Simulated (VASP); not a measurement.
# Ge (P4_2/m) in VASP: single point with PBE

Aim: the single point of Ge with PBE.

All numbers are computed with VASP 6.6.1; they aren't measurements. Logs are shortened: lines on timing, memory, paths and dates and some standing lists are left out, and cuts for length are marked.

## Step 1: The cell of the first run

It takes space group P4_2/m (No. 84, tetragonal). Conventional cell: a = 4.222 Å, b = 4.222 Å, c = 7.426 Å, α = 90.00°, β = 90.00°, γ = 90.00°. Ge (site symmetry -4) has 4 Ge at 2.53 Å within 3.3 Å. Within 3.3 Å of Ge (site symmetry m) lie 4 Ge at 2.53 to 2.60 Å.

The cell was built from a structure type or drawn by symmetry, and may not be a known phase.

## Step 2: Single point, PBE

Input file INCAR:

```
SYSTEM = Ge
ALGO     = Normal         ! electronic algorithm
EDIFF    = 1E-6           ! SCF threshold, eV
ENCUT    = 520            ! plane-wave cutoff, eV
GGA      = PE             ! functional
ISIF     = 2              ! what is computed and relaxed
ISMEAR   = 0              ! smearing method
LASPH    = .TRUE.         ! aspherical terms in the spheres
LCHARG   = .FALSE.        ! write CHGCAR
LREAL    = .FALSE.        ! projectors in reciprocal space
LWAVE    = .FALSE.        ! write WAVECAR
NBANDS   = 51             ! bands
NELM     = 80             ! most SCF steps
PREC     = Accurate       ! precision mode
SIGMA    = 0.1            ! smearing width, eV
```

Input file KPOINTS:

```
k-points
0
G
  10 10 6
  0 0 0
```

Input file POSCAR:

```
Ge
1.0
    4.2218428051      0.0000000000      0.0000000000
    0.0000000000      4.2218428051      0.0000000000
    0.0000000000      0.0000000000      7.4256849851
Ge
6
Direct
    0.0000000000      0.0000000000      0.2500000000
    0.0000000000      0.0000000000      0.7500000000
    0.6743024631      0.2462441097      0.5000000000
    0.3256975369      0.7537558903      0.5000000000
    0.7537558903      0.6743024631      0.0000000000
    0.2462441097      0.3256975369      0.0000000000
```

Potentials or basis: VASP PAW PBE potentials, release 64 (Ge_d).

Started as:

```bash
cat potpaw_PBE.64/Ge_d/POTCAR > POTCAR
mpirun -np 1 vasp_std > vasp.out
```

OUTCAR:

```text
SYSTEM = Ge
   EDIFF = 1E-6
   ENCUT = 520
   GGA = PE
   ISIF = 2
   ISMEAR = 0
   LASPH = .TRUE.
   LREAL = .FALSE.
   NELM = 80
   PREC = Accurate

 ion  position               nearest neighbor table
   1  0.000  0.000  0.250-   3 2.53   4 2.53   5 2.53   6 2.53
   2  0.000  0.000  0.750-   3 2.53   4 2.53   5 2.53   6 2.53
   3  0.674  0.246  0.500-   1 2.53   2 2.53   4 2.55   4 2.60
   4  0.326  0.754  0.500-   1 2.53   2 2.53   3 2.55   3 2.60
   5  0.754  0.674  0.000-   1 2.53   2 2.53   6 2.55   6 2.60
   6  0.246  0.326  0.000-   1 2.53   2 2.53   5 2.55   5 2.60

  LATTYP: Found a simple tetragonal cell.
 ALAT       =     4.2218428051
 C/A-ratio  =     1.7588729206

  Lattice vectors:

 A1 = (   4.2218428051,   0.0000000000,   0.0000000000)
 A2 = (   0.0000000000,   4.2218428051,   0.0000000000)
 A3 = (   0.0000000000,   0.0000000000,   7.4256849851)

Analysis of symmetry for initial positions (statically):
=====================================================================
 Subroutine PRICEL returns:
 Original cell was already a primitive cell.

 Routine SETGRP: Setting up the symmetry group for a
 simple tetragonal supercell.

 Subroutine GETGRP returns: Found  8 space group operations
 (whereof  4 operations were pure point group operations)
 out of a pool of 16 trial point group operations.

The static configuration has the point symmetry C_2h.
 The point group associated with its full space group is C_4h.

Analysis of symmetry for dynamics (positions and initial velocities):
=====================================================================
 Subroutine PRICEL returns:
 Original cell was already a primitive cell.

 Routine SETGRP: Setting up the symmetry group for a
 simple tetragonal supercell.

 Subroutine GETGRP returns: Found  8 space group operations
 (whereof  4 operations were pure point group operations)
 out of a pool of 16 trial point group operations.

The dynamic configuration has the point symmetry C_2h.
 The point group associated with its full space group is C_4h.

 Subroutine INISYM returns: Found  8 space group operations
 (whereof  4 operations are pure point group operations),
 and found     1 'primitive' translations

----------------------------------------------------------------------------------------

                                     Primitive cell

  volume of cell :     132.3551

  direct lattice vectors                    reciprocal lattice vectors
     4.221842805  0.000000000  0.000000000     0.236863390  0.000000000  0.000000000
     0.000000000  4.221842805  0.000000000     0.000000000  0.236863390  0.000000000
     0.000000000  0.000000000  7.425684985     0.000000000  0.000000000  0.134667711

  length of vectors
     4.221842805  4.221842805  7.425684985     0.236863390  0.236863390  0.134667711

  position of ions in fractional coordinates (direct lattice)
     0.000000000  0.000000000  0.250000000
     0.000000000  0.000000000  0.750000000
     0.674302463  0.246244110  0.500000000
     0.325697537  0.753755890  0.500000000
     0.753755890  0.674302463  0.000000000
     0.246244110  0.325697537  0.000000000

  ion indices of the primitive-cell ions
   primitive index   ion index
                 1           1
                 2           2
                 3           3
                 4           4
                 5           5
                 6           6

----------------------------------------------------------------------------------------

 KPOINTS: k-points

Automatic generation of k-mesh.
 Grid dimensions read from file:
 generate k-points for:   10   10    6

 Generating k-lattice:

  Cartesian coordinates                     Fractional coordinates (reciprocal lattice)
     0.023686339  0.000000000  0.000000000     0.100000000  0.000000000  0.000000000
     0.000000000  0.023686339  0.000000000     0.000000000  0.100000000  0.000000000
     0.000000000  0.000000000  0.022444619     0.000000000  0.000000000  0.166666667

  Length of vectors
     0.023686339  0.023686339  0.022444619

  Shift w.r.t. Gamma in fractional coordinates (k-lattice)
     0.000000000  0.000000000  0.000000000

 Subroutine IBZKPT returns following result:
 ===========================================

 Found    108 irreducible k-points:

 Following reciprocal coordinates:
            Coordinates               Weight
  0.000000  0.000000  0.000000      1.000000
  0.100000  0.000000  0.000000      4.000000
  0.200000  0.000000  0.000000      4.000000
  0.300000  0.000000  0.000000      4.000000
  0.400000  0.000000  0.000000      4.000000
  0.500000  0.000000  0.000000      2.000000
[... 16 lines left out ...]
 -0.400000  0.300000  0.000000      4.000000
  0.500000  0.300000  0.000000      4.000000
 [... further k-points ...]
   k-points           NKPTS =    108   k-points in BZ     NKDIM =    108   number of bands    NBANDS=     51
   number of dos      NEDOS =    301   number of ions     NIONS =      6
   total plane-waves  NPLWV =  57344
   dimension x,y,z NGX =    32 NGY =   32 NGZ =   56
   dimension x,y,z NGXF=    64 NGYF=   64 NGZF=  112
   ions per type =               6
   NGX,Y,Z   is equivalent  to a cutoff of  12.60, 12.60, 12.54 a.u.
   NGXF,Y,Z  is equivalent  to a cutoff of  25.20, 25.20, 25.07 a.u.
 SYSTEM =  Ge
   PREC   = accura    normal or accurate (medium, high low for compatibility)
   ISTART =      0    job   : 0-new  1-cont  2-samecut
   ICHARG =      2    charge: 1-file 2-atom 10-const
   ISPIN  =      1    spin polarized calculation?
   LNONCOLLINEAR =      F non collinear calculations
   LSORBIT =      F    spin-orbit coupling
   LASPH  =      T    aspherical Exc in radial PAW
   ENCUT  =  520.0 eV  38.22 Ry    6.18 a.u.   7.85  7.85 13.81*2*pi/ulx,y,z
   NELM   =     80;   NELMIN=  2; NELMDL= -5     # of ELM steps
   EDIFF  = 0.1E-05   stopping-criterion for ELM
   LREAL  =      F    real-space projection
   EDIFFG = 0.1E-04   stopping-criterion for IOM
   NSW    =      0    number of steps for IOM
   IBRION =     -1    ionic relax: 0-MD 1-quasi-New 2-CG
   NFREE  =      0    steps in history (QN), initial steepest desc. (CG)
   ISIF   =      2    stress and relaxation
   ISYM   =      2    0-nonsym 1-usesym 2-fastsym
   POTIM  = 0.5000    time-step for ionic-motion
   TEBEG  =    0.0;   TEEND  =   0.0 temperature during run
   PSTRESS=    0.0 pullay stress
   NELECT =      84.0000    total number of electrons
   NUPDOWN=      -1.0000    fix difference up-down
   EMIN   =  10.00;   EMAX   =-10.00  energy-range for DOS
   EFERMI =   0.00;   METHOD = LEGACY
   ISMEAR =     0;   SIGMA  =   0.10  broadening in eV -4-tet -1-fermi 0-gaus
   EFERMI_NEDOS =   21; number of points for ismear=-14 and -15
   IALGO  =     38    algorithm
   IMIX   =      4    mixing-type and parameters
     AMIX     =   0.40;   BMIX     =  1.00
     AMIX_MAG =   1.60;   BMIX_MAG =  1.00
  volume/ion in A,a.u.               =      22.06       148.86
  Fermi-wavevector in a.u.,A,eV,Ry     =   1.406871  2.658601 26.929834  1.979287
  Thomas-Fermi vector in A             =   2.529188
   LORBIT       =      0    0 simple, 1 ext, 2 COOP (PROOUT), +10 PAW based schemes
   GGA     = PE    functional components
   LHFCALC =     F    Hartree Fock is set to
   AEXX    =    0.0000 exact exchange contribution
   IVDW    =     0    specifies the selected vdW correction
   LEPSILON=     F    determine dielectric tensor
   LRPA    =     F    only Hartree local field effects (RPA)
 non-spin polarized calculation
 Gauss-broadening in eV      SIGMA  =   0.10
  energy-cutoff  :      520.00
  volume of cell :      132.36
 maximum number of plane-waves:      3588
   NGX = 15   NGY = 15   NGZ = 27

 number of electron      84.0000018 magnetization

 Free energy of the ion-electron system (eV)
  ---------------------------------------------------
  ext. energy  EPLUGINS =         0.00000000
  ---------------------------------------------------
  free energy    TOTEN  =       -25.76590930 eV

  energy without entropy =      -25.76041601  energy(sigma->0) =      -25.76316265

 E-fermi :   4.8463     XC(G=0): -10.2651

 val. band max:        4.8295743584   @ k =  -0.4000   0.2000   0.0000
 cond. band min:       4.8485690071   @ k =   0.2000   0.2000   0.5000
 fundamental gap:      0.0189946487
 Fermi energy:         4.8463493491

 k-point     1 :       0.0000    0.0000    0.0000
  band No.  band energies     occupation
      1     -19.6961      2.00000
      2     -19.6939      2.00000
      3     -19.6939      2.00000
      4     -19.6661      2.00000
      5     -19.6613      2.00000
      6     -19.6488      2.00000
[... 43 lines left out ...]
     50      11.2069      0.00000
     51      11.2102      0.00000

 k-point     2 :       0.1000    0.0000    0.0000
  band No.  band energies     occupation
      1     -19.6963      2.00000
      2     -19.6954      2.00000
      3     -19.6949      2.00000
      4     -19.6658      2.00000
      5     -19.6594      2.00000
      6     -19.6492      2.00000
[... 43 lines left out ...]
     50      10.2504      0.00000
     51      10.6860      0.00000

 k-point     3 :       0.2000    0.0000    0.0000
  band No.  band energies     occupation
      1     -19.7017      2.00000
      2     -19.6990      2.00000
      3     -19.6912      2.00000
      4     -19.6652      2.00000
      5     -19.6553      2.00000
      6     -19.6492      2.00000
[... 43 lines left out ...]
     50       9.5530      0.00000
     51      10.0119      0.00000
[... 1027 lines left out ...]
 k-point    23 :      -0.4000    0.3000    0.0000
  band No.  band energies     occupation
      1     -19.7041      2.00000
      2     -19.6965      2.00000
      3     -19.6794      2.00000
      4     -19.6706      2.00000
      5     -19.6648      2.00000
      6     -19.6543      2.00000
[... 43 lines left out ...]
     50      10.7581      0.00000
     51      11.0414      0.00000

 k-point    24 :       0.5000    0.3000    0.0000
  band No.  band energies     occupation
      1     -19.7015      2.00000
      2     -19.6986      2.00000
      3     -19.6773      2.00000
      4     -19.6715      2.00000
      5     -19.6664      2.00000
      6     -19.6533      2.00000
[... 43 lines left out ...]
     50      10.7684      0.00000
     51      10.8741      0.00000

 [... further k-points ...]

------------------------ aborting loop because EDIFF is reached ----------------------------------------

  FORCE on cell =-STRESS in cart. coord.  units (eV):
  Direction    XX          YY          ZZ          XY          YZ          ZX
  --------------------------------------------------------------------------------------
  -------------------------------------------------------------------------------------
  Total       -0.0061429     -0.0061429     -0.0391733     -0.0000003      0.0000000      0.0000000
  in kB       -0.0743612     -0.0743612     -0.4741981     -0.0000040      0.0000000      0.0000000
  external PRESSURE =      -0.2076402 kB  Pullay stress =       0.0000000 kB

 VOLUME and BASIS-vectors are now :
 -----------------------------------------------------------------------------
  energy-cutoff  :      520.00
  volume of cell :      132.36
      direct lattice vectors                 reciprocal lattice vectors
     4.221842805  0.000000000  0.000000000     0.236863390  0.000000000  0.000000000
     0.000000000  4.221842805  0.000000000     0.000000000  0.236863390  0.000000000
     0.000000000  0.000000000  7.425684985     0.000000000  0.000000000  0.134667711

 POSITION                                       TOTAL-FORCE (eV/Angst)
 -----------------------------------------------------------------------------------
      0.00000      0.00000      1.85642         0.000000     -0.000000      0.000000
      0.00000      0.00000      5.56926        -0.000000     -0.000000     -0.000000
      2.84680      1.03960      3.71284        -0.000477      0.002741     -0.000000
      1.37504      3.18224      3.71284         0.000477     -0.002741     -0.000000
      3.18224      2.84680      0.00000        -0.002741     -0.000477     -0.000000
      1.03960      1.37504      0.00000         0.002741      0.000477     -0.000000
 -----------------------------------------------------------------------------------
    total drift:                                0.000000     -0.000000      0.000000

  FREE ENERGIE OF THE ION-ELECTRON SYSTEM (eV)
  ---------------------------------------------------
  free  energy   TOTEN  =       -25.7659092956 eV

  energy  without entropy=      -25.7604160063  energy(sigma->0) =      -25.76316265
```

It took 4.1 min on 1 thread of Intel Xeon 6975P-C (Granite Rapids), shared host; peak memory 0.56 GiB.

Results:

```yaml
Free_energy: -25.7659 eV
Pressure: 0.0 GPa
Band_gap_on_the_k_mesh: zero (bands 42 and 43 overlap by 0.46 eV)
```

Forces on the atoms (eV/Å):
```
Ge   0.000  0.000  0.000
Ge   0.000  0.000  0.000
Ge   0.000  0.003  0.000
Ge   0.000 -0.003  0.000
Ge  -0.003  0.000  0.000
Ge   0.003  0.000  0.000
```

Caveat: semilocal functionals underestimate gaps, so a narrow gap can read as zero.
